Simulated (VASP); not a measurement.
Write the native input for VASP 6.6.1 that does the following.

- Task: single point
- Functional: PBE
- Potentials or basis: VASP PAW PBE potentials, release 64 (As)
- Cutoff: 520 eV
- k mesh: 4 × 4 × 2
- Occupations: gaussian, width 0.1 eV
- Spin: no spin polarisation
- Dipole correction: no
- Further INCAR settings: ALGO = Normal; EDIFF = 1e-07; NBANDS = 30

The structure of As lies in POSCAR:

```
As
1.0
   -2.9048385124      2.9048385124      2.9048385124
    2.9048385124     -2.9048385124      2.9048385124
    5.8096770248      5.8096770248      0.0000000000
As
8
Direct
    0.0364741947      0.0364741947      0.0364741947
    0.5364741947      0.5364741947      0.5364741947
    0.2864741947      0.7864741947      0.2135258053
    0.7864741947      0.2864741947      0.7135258053
    0.7500000000      0.1770516105      0.2500000000
    0.2500000000      0.6770516105      0.7500000000
    0.4270516105      0.5000000000      1.0000000000
    0.9270516105      0.0000000000      0.5000000000
```

These files were run (other wordings do the same):

INCAR

```
ALGO = Normal
EDIFF = 1E-7
ENCUT = 520
GGA = PE
ISIF = 2
ISMEAR = 0
LASPH = True
LCHARG = False
LREAL = False
LWAVE = False
NBANDS = 30
NELM = 60
PREC = Accurate
SIGMA = 0.1
```

KPOINTS

```
k-points
0
Gamma
  4 4 2
```

Potentials or basis: VASP PAW PBE potentials, release 64 (As).

Run with:

```bash
$ cat potpaw_PBE.64/As/POTCAR > POTCAR
$ mpirun -np 1 vasp_std > vasp.out
```

Results of the run:

The pressure is 0.1 GPa and the largest force is 0.127 eV/Å. The band gap on the k mesh is 1.18 eV.

Wall time 44 s on 1 thread of AMD EPYC 9R45 96-Core Processor (Zen 5), on a shared host, peak memory 0.28 GiB.
